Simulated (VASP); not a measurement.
Wanted: the native input for a VASP 6.6.1 run.

- Task: single point
- Functional: PBE
- Potentials or basis: VASP PAW PBE potentials, release 64 (C)
- Cutoff: 520 eV
- k mesh: 2 × 2 × 1
- Occupations: gaussian, width 0.05 eV
- Spin: collinear spin
- Starting moments: [0.0, 0.0, 0.0, 0.0, 0.0, 0.0, 0.0, 0.0, 0.0, 0.0, 0.0, 0.0, 0.0, 0.0, 0.0, 0.0, 0.0, 0.0, 0.13] μB
- Dipole correction: no
- Further INCAR settings: LREAL = Auto; ALGO = Normal; EDIFF = 1e-06; NBANDS = 57

The structure of C lies in POSCAR:

```
C
1.0
    7.3980000000      0.0000000000      0.0000000000
   -3.6990000000      6.4068560000      0.0000000000
    0.0000000000      0.0000000000     12.0000000000
C
19
Direct
   -0.0047387517     -0.0045448189      0.0806045000
    0.2173647711      0.1056911534      0.0781412500
   -0.0055413019      0.3303353470      0.0785486667
    0.2168252078      0.4411475769      0.0832690000
   -0.0039011057      0.6627757827      0.0779230833
    0.2176556867      0.7727520331      0.0817751667
    0.3278734730     -0.0044858196      0.0798658333
    0.5505796960      0.1063429551      0.0771364167
    0.3281725213      0.3279106008      0.0796591667
    0.5475727746      0.4342474686      0.0780801667
    0.3250788456      0.6606210597      0.0898278333
    0.5504197262      0.7775926289      0.1098272500
    0.6638070208      0.0002085266      0.0846444167
    0.8832855182      0.1081906633      0.0803394167
    0.6605997507      0.3277242379      0.0739033333
    0.8838040999      0.4400929255      0.0773567500
    0.6655285837      0.6568298086      0.0996880833
    0.8888989194      0.7755950813      0.0804414167
    0.6297019984      0.7172285439      0.2164675833
```

One way to write it, as run:

INCAR

```
SYSTEM = C
PREC = Accurate
ENCUT = 520
EDIFF = 1E-6
ISMEAR = 0
SIGMA = 0.05
LREAL = Auto
LASPH = .True.
NELM = 150
ALGO = Normal
ISIF = 2
LWAVE = .False.
LCHARG = .False.
ISPIN = 2
MAGMOM = 0 0 0 0 0 0 0 0 0 0 0 0 0 0 0 0 0 0 0.13
LORBIT = 11
GGA = PE
NBANDS = 57
```

KPOINTS

```
Automatic mesh
0
Gamma
  2 2 1
  0 0 0
```

Potentials or basis: VASP PAW PBE potentials, release 64 (C).

The run is started by

```console
$ cat potpaw_PBE.64/C/POTCAR > POTCAR
$ mpirun -np 1 vasp_std > vasp.out
```

Results of the run:

The largest force is 0.661 eV/Å and the band gap on the k mesh is 0.13 eV, direct. The net moment is 0.00 μB per cell and the valence electrons inside the program's atomic spheres are C 2.64, 2.66, 2.65, 2.63, 2.25.

Caveat: the k points lie up to 0.49 Å⁻¹ apart.

Wall time 18 min on 1 thread of Oxide Virtual Turin-like Processor, on a shared host, peak memory 0.81 GiB.
